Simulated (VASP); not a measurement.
# MgO (P6_3/mmc) in VASP: notebook, part 2 of 2

VASP 6.6.1.

## Step 5: Single point, PBEsol

This run uses another cell than the first one, of 10.55 Å³/atom, 1.017 times its volume.

INCAR

```
SYSTEM = MgO
ALGO = Normal
EDIFF = 1E-7
ENCUT = 520
GGA = PS
ISIF = 2
ISMEAR = 0
LASPH = .TRUE.
LCHARG = .FALSE.
LREAL = .FALSE.
LWAVE = .FALSE.
NBANDS = 16
NELM = 80
PREC = Accurate
SIGMA = 0.05
```

KPOINTS

```
k-points
0
G
  9 9 6
  0 0 0
```

POSCAR

```
MgO
1.0
    3.4365000000      0.0000000000      0.0000000000
   -1.7182500000      2.9760963001      0.0000000000
    0.0000000000      0.0000000000      4.1248000000
Mg O
2 2
Direct
    0.6666666667      0.3333333333      0.7500000000
    0.3333333333      0.6666666667      0.2500000000
    0.6666666667      0.3333333333      0.2500000000
    0.3333333333      0.6666666667      0.7500000000
```

Potentials or basis: VASP PAW PBE potentials, release 64 (Mg, O).

Launch:

```
$ cat potpaw_PBE.64/Mg/POTCAR potpaw_PBE.64/O/POTCAR > POTCAR
$ mpirun -np 1 vasp_std > vasp.out
```

OUTCAR:

```text
SYSTEM = MgO
   EDIFF = 1E-7
   ENCUT = 520
   GGA = PS
   ISIF = 2
   ISMEAR = 0
   LASPH = .TRUE.
   LREAL = .FALSE.
   NELM = 80
   PREC = Accurate

 ion  position               nearest neighbor table
   1  0.667  0.333  0.750-   4 1.98   4 1.98   4 1.98   3 2.06   3 2.06   2 2.86   2 2.86   2 2.86
                             2 2.86   2 2.86   2 2.86
   2  0.333  0.667  0.250-   3 1.98   3 1.98   3 1.98   4 2.06   4 2.06   1 2.86   1 2.86   1 2.86
                             1 2.86   1 2.86   1 2.86
   3  0.667  0.333  0.250-   2 1.98   2 1.98   2 1.98   1 2.06   1 2.06
   4  0.333  0.667  0.750-   1 1.98   1 1.98   1 1.98   2 2.06   2 2.06

  LATTYP: Found a hexagonal cell.
 ALAT       =     3.4365000000
 C/A-ratio  =     1.2002909937

  Lattice vectors:

 A1 = (   3.4365000000,   0.0000000000,   0.0000000000)
 A2 = (  -1.7182500000,   2.9760963001,   0.0000000000)
 A3 = (   0.0000000000,   0.0000000000,   4.1248000000)

Analysis of symmetry for initial positions (statically):
=====================================================================
 Subroutine PRICEL returns:
 Original cell was already a primitive cell.

 Routine SETGRP: Setting up the symmetry group for a
 hexagonal supercell.

 Subroutine GETGRP returns: Found 24 space group operations
 (whereof 12 operations were pure point group operations)
 out of a pool of 24 trial point group operations.

The static configuration has the point symmetry D_3d.
 The point group associated with its full space group is D_6h.

Analysis of symmetry for dynamics (positions and initial velocities):
=====================================================================
 Subroutine PRICEL returns:
 Original cell was already a primitive cell.

 Routine SETGRP: Setting up the symmetry group for a
 hexagonal supercell.

 Subroutine GETGRP returns: Found 24 space group operations
 (whereof 12 operations were pure point group operations)
 out of a pool of 24 trial point group operations.
[... 128 lines left out ...]
  Fermi-wavevector in a.u.,A,eV,Ry     =   1.185021  2.239365 19.106321  1.404275
  Thomas-Fermi vector in A             =   2.321223
   LORBIT       =      0    0 simple, 1 ext, 2 COOP (PROOUT), +10 PAW based schemes
   GGA     = PS    functional components
   LHFCALC =     F    Hartree Fock is set to
   AEXX    =    0.0000 exact exchange contribution
   IVDW    =     0    specifies the selected vdW correction
   LEPSILON=     F    determine dielectric tensor
   LRPA    =     F    only Hartree local field effects (RPA)
 non-spin polarized calculation
 Gauss-broadening in eV      SIGMA  =   0.05
  energy-cutoff  :      520.00
  volume of cell :       42.19
 maximum number of plane-waves:      1158
 NGX is ok and might be reduce to    28
   NGX = 13   NGY = 13   NGZ = 15

 number of electron      16.0000008 magnetization

 Free energy of the ion-electron system (eV)
  ---------------------------------------------------
  ext. energy  EPLUGINS =         0.00000000
  ---------------------------------------------------
  free energy    TOTEN  =       -24.71454843 eV

  energy without entropy =      -24.71454843  energy(sigma->0) =      -24.71454843

 E-fermi :   2.4084     XC(G=0): -10.5035

 val. band max:        2.1676295087   @ k =   0.0000   0.0000   0.0000
 cond. band min:       5.6902868078   @ k =   0.0000   0.0000   0.0000
 fundamental gap:      3.5226572991
 Fermi energy:         2.4084295591

 k-point     1 :       0.0000    0.0000    0.0000
  band No.  band energies     occupation
      1     -14.8986      2.00000
      2     -13.3570      2.00000
      3      -1.6862      2.00000
      4       0.3278      2.00000
      5       0.3278      2.00000
      6       1.2943      2.00000
[... 433 lines left out ...]
      3      -1.5557      2.00000
      4      -0.7881      2.00000
      5      -0.7881      2.00000
      6       0.9134      2.00000
[... 8 lines left out ...]
     15      16.3487      0.00000
     16      19.0934      0.00000

 [... further k-points ...]

------------------------ aborting loop because EDIFF is reached ----------------------------------------

  FORCE on cell =-STRESS in cart. coord.  units (eV):
  Direction    XX          YY          ZZ          XY          YZ          ZX
  --------------------------------------------------------------------------------------
  -------------------------------------------------------------------------------------
  Total        1.7868468      1.7868468      1.8964415      0.0000000      0.0000000      0.0000000
  in kB       67.8627838     67.8627838     72.0250892      0.0000000      0.0000000      0.0000000
  external PRESSURE =      69.2502189 kB  Pullay stress =       0.0000000 kB

 VOLUME and BASIS-vectors are now :
 -----------------------------------------------------------------------------
  energy-cutoff  :      520.00
  volume of cell :       42.19
      direct lattice vectors                 reciprocal lattice vectors
     3.436500000  0.000000000  0.000000000     0.290993744  0.168005316  0.000000000
    -1.718250000  2.976096300  0.000000000     0.000000000  0.336010632  0.000000000
     0.000000000  0.000000000  4.124800000     0.000000000  0.000000000  0.242435997

 POSITION                                       TOTAL-FORCE (eV/Angst)
 -----------------------------------------------------------------------------------
      1.71825      0.99203      3.09360         0.000000      0.000000      0.000000
     -0.00000      1.98406      1.03120        -0.000000      0.000000      0.000000
      1.71825      0.99203      1.03120         0.000000      0.000000      0.000000
     -0.00000      1.98406      3.09360        -0.000000      0.000000      0.000000
 -----------------------------------------------------------------------------------
    total drift:                                0.000000     -0.000000      0.000000

  FREE ENERGIE OF THE ION-ELECTRON SYSTEM (eV)
  ---------------------------------------------------
  free  energy   TOTEN  =       -24.7145484334 eV

  energy  without entropy=      -24.7145484334  energy(sigma->0) =      -24.71454843
```

OSZICAR:

```text
N       E                     dE             d eps       ncg     rms          rms(c)
DAV:   1     0.591213918857E+02    0.59121E+02   -0.77411E+03  1544   0.901E+02
DAV:   2    -0.247437533391E+02   -0.83865E+02   -0.76609E+02  2200   0.195E+02
DAV:   3    -0.283843331444E+02   -0.36406E+01   -0.36306E+01  1704   0.421E+01
DAV:   4    -0.283987136060E+02   -0.14380E-01   -0.14380E-01  1888   0.305E+00
DAV:   5    -0.283987837571E+02   -0.70151E-04   -0.70151E-04  1728   0.204E-01    0.106E+01
DAV:   6    -0.248220618329E+02    0.35767E+01   -0.88569E+00  1616   0.233E+01    0.339E+00
DAV:   7    -0.247531057706E+02    0.68956E-01   -0.13741E-01  1576   0.298E+00    0.206E+00
DAV:   8    -0.247165820519E+02    0.36524E-01   -0.84195E-02  1752   0.306E+00    0.485E-01
DAV:   9    -0.247141319705E+02    0.24501E-02   -0.57454E-03  1776   0.672E-01    0.110E-01
DAV:  10    -0.247145442750E+02   -0.41230E-03   -0.36386E-04  1560   0.142E-01    0.199E-02
DAV:  11    -0.247145499038E+02   -0.56288E-05   -0.10002E-05  1840   0.221E-02    0.146E-02
DAV:  12    -0.247145485508E+02    0.13531E-05   -0.32165E-06  1568   0.151E-02    0.316E-03
DAV:  13    -0.247145484210E+02    0.12975E-06   -0.42433E-07  1680   0.522E-03    0.278E-04
DAV:  14    -0.247145484334E+02   -0.12386E-07   -0.37757E-09   832   0.612E-04
   1 F= -.24714548E+02 E0= -.24714548E+02  d E =-.490672E-14
```

Run time: 40 s. Hardware: 1 thread of Intel Xeon 8259CL, shared host; peak memory 0.18 GiB.

Results:

- Free energy: -24.7145 eV
- Pressure: 6.9 GPa
- Band gap on the k mesh: 3.52 eV, direct

Stress tensor (GPa, compression positive):
```
6.79 0.00 0.00
0.00 6.79 0.00
0.00 0.00 7.20
```

Levels at points of the mesh, in eV from the valence-band top:
| k point | band 6 | band 7 | band 8 | band 9 | band 10 | band 11 |
| --- | --- | --- | --- | --- | --- | --- |
| (0.00, 0.00, 0.00) | -0.87 | -0.87 | 0.00 | 3.52 | 9.72 | 12.42 |
| (0.00, 0.00, 0.50) | -1.38 | -1.38 | -1.38 | 6.57 | 6.57 | 13.06 |

Caveat: the PAW data sets were made with another functional, which shifts forces and pressure a little. A hybrid or GW would open this gap; PBEsol tends to underestimate it.

## Step 6: Single point, PBEsol

This run uses another cell than the first one, of 10.54 Å³/atom, 1.016 times its volume.

INCAR

```
  ALGO = Normal
  EDIFF = 1E-6
  ENCUT = 520
  GGA = PS
  ISIF = 2
  ISMEAR = 0
  LASPH = T
  LCHARG = T
  LELF = T
  LREAL = F
  LVHAR = T
  LWAVE = F
  NBANDS = 16
  NELM = 80
  PREC = Accurate
  SIGMA = 0.05
```

KPOINTS

```
k-points
0
Gamma
  9 9 6
```

POSCAR

```
MgO
1.0
    3.4947663883      0.0000000000      0.0000000000
   -1.7473831942      3.0265564725      0.0000000000
    0.0000000000      0.0000000000      3.9850000000
Mg O
2 2
Direct
    0.6666666667      0.3333333333      0.7500000000
    0.3333333333      0.6666666667      0.2500000000
    0.6666666667      0.3333333333      0.2500000000
    0.3333333333      0.6666666667      0.7500000000
```

Potentials or basis: VASP PAW PBE potentials, release 64 (Mg, O).

Launch:

```
$ cat potpaw_PBE.64/Mg/POTCAR potpaw_PBE.64/O/POTCAR > POTCAR
$ mpirun -np 1 vasp_std > vasp.out
```

OUTCAR:

```text
EDIFF = 1E-6
   ENCUT = 520
   GGA = PS
   ISIF = 2
   ISMEAR = 0
   LASPH = T
   LREAL = F
   NELM = 80
   PREC = Accurate

 ion  position               nearest neighbor table
   1  0.667  0.333  0.750-   3 1.99   3 1.99   4 2.02   4 2.02   4 2.02   2 2.84   2 2.84   2 2.84
                             2 2.84   2 2.84   2 2.84
   2  0.333  0.667  0.250-   4 1.99   4 1.99   3 2.02   3 2.02   3 2.02   1 2.84   1 2.84   1 2.84
                             1 2.84   1 2.84   1 2.84
[... 661 lines left out ...]
  FORCE on cell =-STRESS in cart. coord.  units (eV):
  Direction    XX          YY          ZZ          XY          YZ          ZX
  --------------------------------------------------------------------------------------
  -------------------------------------------------------------------------------------
  Total        0.9983144      0.9983144      4.5643798     -0.0000000      0.0000000      0.0000000
  in kB       37.9474559     37.9474559    173.4990491     -0.0000000      0.0000000      0.0000000
  external PRESSURE =      83.1313203 kB  Pullay stress =       0.0000000 kB

 VOLUME and BASIS-vectors are now :
 -----------------------------------------------------------------------------
  energy-cutoff  :      520.00
  volume of cell :       42.15
      direct lattice vectors                 reciprocal lattice vectors
     3.494766388  0.000000000  0.000000000     0.286142159  0.165204253  0.000000000
    -1.747383194  3.026556472  0.000000000     0.000000000  0.330408505  0.000000000
     0.000000000  0.000000000  3.985000000     0.000000000  0.000000000  0.250941029

 POSITION                                       TOTAL-FORCE (eV/Angst)
 -----------------------------------------------------------------------------------
      1.74738      1.00885      2.98875         0.000000     -0.000000      0.000000
     -0.00000      2.01770      0.99625        -0.000000      0.000000      0.000000
      1.74738      1.00885      0.99625         0.000000      0.000000      0.000000
     -0.00000      2.01770      2.98875        -0.000000      0.000000      0.000000
 -----------------------------------------------------------------------------------
    total drift:                               -0.000000      0.000000     -0.000000

  FREE ENERGIE OF THE ION-ELECTRON SYSTEM (eV)
  ---------------------------------------------------
  free  energy   TOTEN  =       -24.6519776985 eV

  energy  without entropy=      -24.6519776985  energy(sigma->0) =      -24.65197770
```

stdout:

```text
POSCAR found type information on POSCAR MgO
 POSCAR found :  2 types and       4 ions
 scaLAPACK will be used
 -----------------------------------------------------------------------------
|                                                                             |
|                                                                             |
|     You enforced a specific xc type in the INCAR file but a different       |
|     I HOPE YOU KNOW WHAT YOU ARE DOING!                                     |
|                                                                             |
 -----------------------------------------------------------------------------

 LDA part: xc-table for (Slater+PW92), standard interpolation
 POSCAR, INCAR and KPOINTS ok, starting setup
 FFT: planning ... GRIDC
 FFT: planning ... GRID_SOFT
 FFT: planning ... GRID
 WAVECAR not read
 entering main loop
```

Wall time 42 s (1 thread of Intel Xeon 8259CL, shared host); peak memory 0.18 GiB.

Results:

- Free energy: -24.6520 eV
- Pressure: 8.3 GPa
- Band gap on the k mesh: 3.57 eV, direct

Caveat: the PAW data sets were made with another functional, which shifts forces and pressure a little. A hybrid or GW would open this gap; PBEsol tends to underestimate it.

## Step 7: Summary

| cell | gap on the mesh (eV) | pressure (GPa) |
| --- | --- | --- |
| a = 3.437, b = 3.436, c = 4.055 Å, angles 90.0, 90.0, 120.0°, 4 atoms | 3.62 | 10.0 |
| a = 3.320, b = 3.320, c = 4.335 Å, angles 90.0, 90.0, 120.0°, 4 atoms | 3.56 | 11.8 |
| a = 3.378, b = 3.378, c = 4.195 Å, angles 90.0, 90.0, 120.0°, 4 atoms | 3.59 | 9.9 |
| a = 3.437, b = 3.436, c = 4.125 Å, angles 90.0, 90.0, 120.0°, 4 atoms | 3.52 | 6.9 |
| a = 3.495, b = 3.495, c = 3.985 Å, angles 90.0, 90.0, 120.0°, 4 atoms | 3.57 | 8.3 |

Alike in all rows: task single point; level PBEsol; potentials or basis VASP PAW PBE potentials, release 64 (Mg, O); no spin polarisation; k mesh 9 × 9 × 6; cutoff (eV) 520; smearing gaussian 0.05 eV.

Caveats: the PAW data sets were made with another functional, which shifts forces and pressure a little.

Total energies depend on the potentials used, so only differences within one code and one set of settings carry meaning.
